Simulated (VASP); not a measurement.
Here is a VASP 6.6.1 calculation.

INCAR

```
SYSTEM = SiO
PREC = Accurate
ENCUT = 600
EDIFF = 1E-6
ISMEAR = -1
SIGMA = 0.05
LREAL = .FALSE.
LASPH = .TRUE.
NELM = 100
ALGO = Normal
ISIF = 3
LWAVE = .FALSE.
LCHARG = .FALSE.
GGA = PS
IBRION = 2
NSW = 60
EDIFFG = -0.01
PSTRESS = 200.0
```

The input KPOINTS:

```
regular mesh
0
G
  9 9 9
  0 0 0
```

Contents of POSCAR:

```
SiO
1.0
    2.8069700000      0.0000000000      0.0000000000
    0.0000000000      2.8069700000      0.0000000000
    0.0000000000      0.0000000000      2.8069700000
Si O
1 1
Direct
    0.0000000000      0.0000000000      0.0000000000
    0.5000000000      0.5000000000      0.5000000000
```

Potentials or basis: VASP PAW PBE potentials, release 64 (Si, O).

The run is started by

```bash
$ cat potpaw_PBE.64/Si/POTCAR potpaw_PBE.64/O/POTCAR > POTCAR
$ mpirun -np 1 vasp_std > vasp.out
```

Predict the space group after relaxing (to 0.05 Å).

Pm-3m (No. 221).

Estimate the band gap on the k mesh.

zero (band 5 reaches 10.61 eV, above the bottom of band 6 at 9.34 eV).

Estimate the relaxed volume.

9.50 Å³/atom.

The path:
```csv
step,energy change (eV),largest force (eV/Å),pressure (GPa),volume (Å³)
1,0.0000,0.0000,-4.88,22.12
2,0.5104,0.0000,46.94,17.06
3,0.1156,0.0000,19.75,19.02
4,0.1229,0.0000,20.34,18.96
5,0.1165,0.0000,19.81,19.01
6,0.1188,0.0000,19.97,19.00
```

Caveat: the cell is relaxed towards a set pressure, so the enthalpy falls and the energy may rise; the PAW data sets were made with another functional, which shifts forces and pressure a little.
